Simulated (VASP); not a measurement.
Wanted: the native input for a VASP 6.6.1 run.

```
Task                   : single point
Functional             : PBEsol
Potentials or basis    : VASP PAW PBE potentials, release 64 (V_sv, Al, N)
Cutoff                 : 450 eV
k mesh                 : 3 × 3 × 2
Occupations            : gaussian, width 0.03 eV
Spin                   : collinear spin, zero start
Fixed moment           : 0 μB
Dq                     : 0
Further INCAR settings : LREAL = Auto; ALGO = Normal; EDIFF = 1e-05; ISYM = 0
```

The structure of Al15VN16 (a cell with a defect) lies in POSCAR:

```
Al15VN16                                
1.0
    6.2200008610      0.0000000000      0.0000000000
   -3.1100004305      5.3866787572      0.0000000000
    0.0000000000      0.0000000000      9.9600000000
  V               Al              N             
     1    15    16
Direct
     0.3338982224337023    0.1657199780316213    0.9961504604491827
     0.3329620360698401    0.1656782039020506    0.5005995376638491
     0.3331072088679518    0.6652716664083597    0.0014780991403112
     0.3337573123125954    0.6661444379349750    0.5001860309355352
     0.8339146930169062    0.1661975719387200    0.0015522668694536
     0.8324972072091702    0.1650459164761850    0.5003864861052107
     0.8342186429137392    0.6654673327805403    0.0015214795760157
     0.8324941780767866    0.6662771014818740    0.5004553744140030
     0.1667474634229534    0.3328659179980760    0.2521239264197896
     0.1648500506185751    0.3332836014031728    0.7485621556060083
     0.1667542641821198    0.8322825352132868    0.2520479719516473
     0.1650461933439867    0.8293513010792856    0.7484929620616197
     0.6672620651452418    0.3329705791302772    0.2520419945233155
     0.6690227740933452    0.3335349591740812    0.7485620113154140
     0.6670024712879069    0.8328144319606767    0.2504583283809205
     0.6661805532152715    0.8320496714978728    0.7508489722123382
     0.3336051762085656    0.1659354143215092    0.1985429907134115
     0.3329167330166131    0.1653949158557007    0.6932526502607210
     0.3332150617652042    0.6657411884278098    0.1920466047385012
     0.3343576769612559    0.6659602842476265    0.6902644521351688
     0.8338921056393692    0.1665161735624411    0.1920592294655728
     0.8321091817628197    0.1638495991958474    0.6904289257892120
     0.8338920605257468    0.6659126084393531    0.1920844504466797
     0.8322267962612403    0.6663075899758559    0.6904749453758584
     0.1659803420483672    0.3326848210795483    0.4429189537771305
     0.1605270488510902    0.3386085831746095    0.9382263690523739
     0.1658472236037377    0.8317666871026720    0.4428499844047899
     0.1606274034235799    0.8193391296568083    0.9382360189704680
     0.6669888327202608    0.3329063606513479    0.4428863615651332
     0.6801998735868300    0.3390229734943134    0.9382777510085398
     0.6663829706759794    0.8325632542604083    0.4407227220803595
     0.6670931767392428    0.8322742101430838    0.9423785325914898
```

These files were run (other wordings do the same):

INCAR

```
PREC = Accurate
ENCUT = 450
EDIFF = 1E-5
ISMEAR = 0
SIGMA = 0.03
LREAL = Auto
LASPH = T
NELM = 120
ALGO = Normal
ISIF = 2
LWAVE = F
LCHARG = F
ISPIN = 2
MAGMOM = 0 0 0 0 0 0 0 0 0 0 0 0 0 0 0 0 0 0 0 0 0 0 0 0 0 0 0 0 0 0 0 0
LORBIT = 11
NUPDOWN = 0
LMAXMIX = 4
GGA = PS
ISYM = 0
KPAR = 4
```

KPOINTS

```
regular mesh
0
Gamma
  3 3 2
```

Potentials or basis: VASP PAW PBE potentials, release 64 (V_sv, Al, N).

The run is started by

```console
$ cat potpaw_PBE.64/V_sv/POTCAR potpaw_PBE.64/Al/POTCAR potpaw_PBE.64/N/POTCAR > POTCAR
$ mpirun -np 4 vasp_std > vasp.out
```

Results of the run:

```json
{
 "Largest force": "0.766 eV/Å",
 "Net moment": "0.00 μB per cell",
 "Valence electrons inside the program's atomic spheres": "V 11.71; Al 0.81, 0.82 (each value once); N 3.81, 3.83, 3.84, 3.85 (each value once)"
}
```

Caveat: the k points lie up to 0.39 Å⁻¹ apart; the PAW data sets were made with another functional, which shifts forces and pressure a little; the total moment is fixed, so each spin has its own Fermi level.

It took 5.7 min on 4 MPI ranks on Intel(R) Xeon(R) Platinum 8488C (Sapphire Rapids), with other jobs on the host, peak memory 0.7 GiB a rank.
